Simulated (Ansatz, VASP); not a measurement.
**CdSe: VASP beside Ansatz**

```
Cd Se
1.0
     4.09429    0.00000    0.00000
     0.00000    4.09429    0.00000
     0.00000    0.00000    7.35630
Cd Se
2 2
Direct
  0.00000 0.50000 0.00000
  0.50000 0.00000 0.50000
  0.50000 0.50000 0.25000
  0.50000 0.50000 0.75000
```

Change from the starting cell: ordered vacancies on the anion sites of fluorite (P4_2/mmc, No. 131).

Alike in both runs: functional PBE; k mesh 12 × 12 × 6; occupations gaussian, width 0.1 eV; no spin polarisation.

Ansatz relaxed the structure, and its values are those at the end. VASP's run is a single point on that final structure, the one shown.

|  | VASP | Ansatz |
| --- | --- | --- |
| version | VASP 6.6.1 | Ansatz 0.2.0 |
| potentials or method | VASP PAW PBE potentials, release 64 (Cd, Se), cutoff 520 eV | scalar-relativistic, plane waves, PAW |
| valence electrons in the cell | 36 | 72 |

|  | VASP | Ansatz | Ansatz less VASP |
| --- | --- | --- | --- |
| gap on the k mesh at the Fermi level (eV) | none | none | - |
| pressure (GPa) | 0.2 | 0.0 | -0.23 |

A gap of «none» marks a metal or a gap that the smearing closes. With one functional, cell and mesh, what is left measures potentials, basis and numerics. VASP's potentials hold 36 valence electrons a cell and Ansatz's 72, so a difference there can come from the potentials and not from the codes.
